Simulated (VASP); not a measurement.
# Ga (Pm-3m) in VASP: notebook, part 2 of 2

VASP 6.6.1. Earlier steps stand in the parts before.

### 3 Single point, PBE

This run uses another cell than the first one, of 20.53 Å³/atom, 1.020 times its volume.

The input, INCAR:

```
SYSTEM = Ga
  PREC = Accurate
  ENCUT = 520
  EDIFF = 1E-7
  ISMEAR = -1
  SIGMA = 0.06122561905347299
  LREAL = .FALSE.
  LASPH = .TRUE.
  NELM = 80
  ALGO = Normal
  ISIF = 2
  LWAVE = .FALSE.
  LCHARG = .TRUE.
  GGA = PE
  LELF = .TRUE.
  LVHAR = .TRUE.
  NBANDS = 12
```

The input, KPOINTS:

```
Automatic mesh
0
G
  14 14 14
  0 0 0
```

The input, POSCAR:

```
Ga
1.0
    2.7381961683      0.0000000000      0.0000000000
    0.0000000000      2.7381961683      0.0000000000
    0.0000000000      0.0000000000      2.7381961683
Ga
1
Direct
    0.0000000000      0.0000000000      0.0000000000
```

Potentials or basis: VASP PAW PBE potentials, release 64 (Ga_d).

On the command line:

```sh
cat potpaw_PBE.64/Ga_d/POTCAR > POTCAR
mpirun -np 1 vasp_std > vasp.out
```

OUTCAR:

```text
SYSTEM = Ga
   PREC = Accurate
   ENCUT = 520
   EDIFF = 1E-7
   ISMEAR = -1
   LREAL = .FALSE.
   LASPH = .TRUE.
   NELM = 80
   ISIF = 2
   GGA = PE

 ion  position               nearest neighbor table
   1  0.000  0.000  0.000-

  LATTYP: Found a simple cubic cell.
 ALAT       =     2.7381961683

  Lattice vectors:

 A1 = (   2.7381961683,   0.0000000000,   0.0000000000)
 A2 = (   0.0000000000,   2.7381961683,   0.0000000000)
 A3 = (   0.0000000000,   0.0000000000,   2.7381961683)

Analysis of symmetry for initial positions (statically):
=====================================================================
 Subroutine PRICEL returns:
 Original cell was already a primitive cell.

 Routine SETGRP: Setting up the symmetry group for a
 simple cubic supercell.

 Subroutine GETGRP returns: Found 48 space group operations
 (whereof 48 operations were pure point group operations)
 out of a pool of 48 trial point group operations.

The static configuration has the point symmetry O_h .

Analysis of symmetry for dynamics (positions and initial velocities):
=====================================================================
 Subroutine PRICEL returns:
 Original cell was already a primitive cell.

 Routine SETGRP: Setting up the symmetry group for a
 simple cubic supercell.

 Subroutine GETGRP returns: Found 48 space group operations
 (whereof 48 operations were pure point group operations)
 out of a pool of 48 trial point group operations.

The dynamic configuration has the point symmetry O_h .

 Subroutine INISYM returns: Found 48 space group operations
 (whereof 48 operations are pure point group operations),
 and found     1 'primitive' translations

----------------------------------------------------------------------------------------

                                     Primitive cell

  volume of cell :      20.5302
[... 111 lines left out ...]
   LORBIT       =      0    0 simple, 1 ext, 2 COOP (PROOUT), +10 PAW based schemes
   GGA     = PE    functional components
   LHFCALC =     F    Hartree Fock is set to
   AEXX    =    0.0000 exact exchange contribution
   IVDW    =     0    specifies the selected vdW correction
   LEPSILON=     F    determine dielectric tensor
   LRPA    =     F    only Hartree local field effects (RPA)
 non-spin polarized calculation
  energy-cutoff  :      520.00
  volume of cell :       20.53
 maximum number of plane-waves:       564
   NGX = 11   NGY = 11   NGZ = 11

 number of electron      13.0000019 magnetization

 Free energy of the ion-electron system (eV)
  ---------------------------------------------------
  ext. energy  EPLUGINS =         0.00000000
  ---------------------------------------------------
  free energy    TOTEN  =        -2.83214381 eV

  energy without entropy =       -2.82574877  energy(sigma->0) =       -2.82894629

 E-fermi :   4.5678     XC(G=0): -10.5206

 val. band max:        4.5223518996   @ k =   0.4286   0.2857   0.2857
 cond. band min:       4.5719869445   @ k =   0.3571   0.2857   0.0000
 fundamental gap:      0.0496350449
 Fermi energy:         4.5677810914

 k-point     1 :       0.0000    0.0000    0.0000
  band No.  band energies     occupation
      1     -10.5192      2.00000
      2     -10.5192      2.00000
      3     -10.0341      2.00000
      4     -10.0341      2.00000
      5     -10.0341      2.00000
      6      -5.8396      2.00000
      7      13.3542      0.00000
      8      13.3542      0.00000
      9      13.3542      0.00000
     10      16.2941      0.00000
     11      16.2941      0.00000
     12      18.6239      0.00000
[... 331 lines left out ...]
 k-point    24 :       0.3571    0.2143    0.0000
  band No.  band energies     occupation
      1     -10.4132      2.00000
      2     -10.2278      2.00000
      3     -10.1729      2.00000
      4     -10.1353      2.00000
      5     -10.0744      2.00000
      6      -2.4000      2.00000
      7       3.9671      1.99989
      8       9.6359      0.00000
      9      16.2426      0.00000
     10      16.6122      0.00000
     11      20.1947      0.00000
     12      24.7501      0.00000

 [... further k-points ...]

------------------------ aborting loop because EDIFF is reached ----------------------------------------

  FORCE on cell =-STRESS in cart. coord.  units (eV):
  Direction    XX          YY          ZZ          XY          YZ          ZX
  --------------------------------------------------------------------------------------
  -------------------------------------------------------------------------------------
  Total       -0.1026171     -0.1026171     -0.1026171      0.0000000      0.0000000     -0.0000000
  in kB       -8.0082331     -8.0082331     -8.0082331      0.0000000      0.0000000     -0.0000000
  external PRESSURE =      -8.0082331 kB  Pullay stress =       0.0000000 kB

 VOLUME and BASIS-vectors are now :
 -----------------------------------------------------------------------------
  energy-cutoff  :      520.00
  volume of cell :       20.53
      direct lattice vectors                 reciprocal lattice vectors
     2.738196168  0.000000000  0.000000000     0.365203929  0.000000000  0.000000000
     0.000000000  2.738196168  0.000000000     0.000000000  0.365203929  0.000000000
     0.000000000  0.000000000  2.738196168     0.000000000  0.000000000  0.365203929

 POSITION                                       TOTAL-FORCE (eV/Angst)
 -----------------------------------------------------------------------------------
      0.00000      0.00000      0.00000         0.000000      0.000000      0.000000
 -----------------------------------------------------------------------------------
    total drift:                                0.000000      0.000000      0.000000

  FREE ENERGIE OF THE ION-ELECTRON SYSTEM (eV)
  ---------------------------------------------------
  free  energy   TOTEN  =        -2.8321438092 eV

  energy  without entropy=       -2.8257487730  energy(sigma->0) =       -2.82894629
```

OSZICAR:

```text
N       E                     dE             d eps       ncg     rms          rms(c)
DAV:   1     0.451804476094E+02    0.45180E+02   -0.66791E+03  3072   0.184E+03
DAV:   2    -0.501408031816E+00   -0.45682E+02   -0.44031E+02  3012   0.263E+02
DAV:   3    -0.282986031707E+01   -0.23285E+01   -0.23226E+01  3344   0.478E+01
DAV:   4    -0.285182404827E+01   -0.21964E-01   -0.21961E-01  3252   0.500E+00
DAV:   5    -0.285208215213E+01   -0.25810E-03   -0.25810E-03  3408   0.515E-01    0.872E-01
DAV:   6    -0.283441277784E+01    0.17669E-01   -0.37661E-02  3536   0.370E+00    0.436E-01
DAV:   7    -0.283230367019E+01    0.21091E-02   -0.63933E-03  3960   0.126E+00    0.131E-01
DAV:   8    -0.283213661075E+01    0.16706E-03   -0.66496E-04  3308   0.411E-01    0.140E-02
DAV:   9    -0.283214366802E+01   -0.70573E-05   -0.11303E-05  3396   0.349E-02    0.322E-03
DAV:  10    -0.283214401794E+01   -0.34992E-06   -0.52440E-07  3500   0.102E-02    0.555E-04
DAV:  11    -0.283214384124E+01    0.17669E-06   -0.23997E-08  2096   0.245E-03    0.169E-04
DAV:  12    -0.283214380922E+01    0.32028E-07   -0.33137E-09  1720   0.627E-04
   1 F= -.28321438E+01 E0= -.28289463E+01  d E =-.639504E-02
```

stdout:

```text
POSCAR found type information on POSCAR Ga
 POSCAR found :  1 types and       1 ions
 scaLAPACK will be used
 LDA part: xc-table for (Slater+PW92), standard interpolation
 POSCAR, INCAR and KPOINTS ok, starting setup
 FFT: planning ... GRIDC
 FFT: planning ... GRID_SOFT
 FFT: planning ... GRID
 WAVECAR not read
 entering main loop
```

Run time: 14 s. Hardware: 1 thread of Intel Xeon 6975P-C, shared host; peak memory 0.14 GiB.

What came out:

* Free energy: -2.8321 eV
* Pressure: -0.8 GPa

Levels at points of the mesh, in eV from the Fermi level:
```
           k point  band 3  band 4  band 5  band 6  band 7  band 8  band 9  band 10
(0.00, 0.00, 0.00)  -14.60  -14.60  -14.60  -10.41    8.79    8.79    8.79    11.73
(0.50, 0.00, 0.00)  -14.73  -14.73  -14.59   -6.17   -3.99   12.11   12.11    15.35
(0.50, 0.50, 0.00)  -14.72  -14.72  -14.47   -1.75   -0.63   -0.63    4.22    15.49
(0.50, 0.50, 0.50)  -14.92  -14.47  -14.47    2.57    2.57    2.57    3.47     8.12
```

### 4 Single point, PBE

This run uses another cell than the first one, of 20.53 Å³/atom, 1.020 times its volume.

The input, INCAR:

```
PREC = Accurate ; ENCUT = 520
EDIFF = 1E-6 ; ISMEAR = -1
SIGMA = 0.06122561905347299 ; LREAL = False
LASPH = True ; NELM = 60
ALGO = Normal ; ISIF = 2
LWAVE = False ; LCHARG = False
GGA = PE ; NBANDS = 12
```

The input, KPOINTS:

```
Automatic mesh
0
Gamma
  14 14 14
```

POSCAR is that of step 3.

On the command line:

```sh
cat potpaw_PBE.64/Ga_d/POTCAR > POTCAR
mpirun -np 1 vasp_std > vasp.out
```

Wall time 12 s (1 thread of Intel Xeon 6975P-C, shared host); peak memory 0.14 GiB.

The run converged. Its results:

| Quantity | Value |
| --- | --- |
| Free energy | -2.8321 eV |
| Pressure | -0.8 GPa |

Levels at points of the mesh, in eV from the Fermi level:
```
           k point  band 3  band 4  band 5  band 6  band 7  band 8  band 9  band 10
(0.00, 0.00, 0.00)  -14.60  -14.60  -14.60  -10.41    8.79    8.79    8.79    11.73
(0.50, 0.00, 0.00)  -14.73  -14.73  -14.59   -6.17   -3.99   12.11   12.11    15.35
(0.50, 0.50, 0.00)  -14.72  -14.72  -14.47   -1.75   -0.63   -0.63    4.22    15.49
(0.50, 0.50, 0.50)  -14.92  -14.47  -14.47    2.57    2.57    2.57    3.47     8.12
```
